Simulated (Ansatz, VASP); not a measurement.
## SiC: VASP beside Ansatz

File INCAR:

```
SYSTEM = SiC
  PREC = Accurate
  ENCUT = 520
  EDIFF = 1E-6
  ISMEAR = 0
  SIGMA = 0.02
  LREAL = .FALSE.
  LASPH = .TRUE.
  NELM = 100
  ALGO = Normal
  ISIF = 2
  LWAVE = .FALSE.
  LCHARG = .TRUE.
  GGA = PE
  LELF = .TRUE.
  LVHAR = .TRUE.
  NBANDS = 16
```

Contents of KPOINTS:

```
regular mesh
0
G
  10 10 6
  0 0 0
```

POSCAR

```
SiC
1.0
    2.1460657114      2.1460657114      0.0000000000
   -2.1460657114      2.1460657114      0.0000000000
    0.0000000000      0.0000000000      4.2921314229
Si C
2 2
Direct
    0.5000000000      0.0000000000      0.7500000000
    0.0000000000      0.5000000000      0.2500000000
    0.0000000000      0.0000000000      0.0000000000
    0.5000000000      0.5000000000      0.5000000000
```

Input for Ansatz:

```yaml
crystal:
  lattice:
    - [2.1460657114, 2.1460657114, 0.0]
    - [-2.1460657114, 2.1460657114, 0.0]
    - [0.0, 0.0, 4.2921314229]
  atoms:
    - { symbol: Si, position: [0.5, 0.0, 0.75] }
    - { symbol: Si, position: [0.0, 0.5, 0.25] }
    - { symbol: C, position: [0.0, 0.0, 0.0] }
    - { symbol: C, position: [0.5, 0.5, 0.5] }
basis:
  ecutwfc: 420
kpoints:
  mp_grid: { grid: [10, 10, 6] }
hamiltonian:
  xc: pbe
scf:
  occupations: { method: gaussian, width: 0.02 }
output:
  forces: true
  stress: true
  eigenvalues: true
```

Change from the starting cell: equal strain along all axes, cell held, atoms relaxed: -2.0 %.

Alike in both runs: task single point; functional PBE; k mesh 10 × 10 × 6; occupations gaussian, width 0.02 eV; no spin polarisation.

|  | VASP | Ansatz |
| --- | --- | --- |
| version | VASP 6.6.1 | Ansatz 0.2.0 |
| potentials or method | VASP PAW PBE potentials, release 64 (Si, C), cutoff 520 eV | scalar-relativistic, plane waves, PAW |
| valence electrons in the cell | 16 | 16 |

|  | VASP | Ansatz | Ansatz less VASP |
| --- | --- | --- | --- |
| gap on the k mesh at the Fermi level (eV) | 1.31 | 1.32 | +0.003 |
| least direct gap on the mesh (eV) | 1.31 | 1.32 | +0.003 |
| pressure (GPa) | 14.4 | 14.5 | +0.09 |
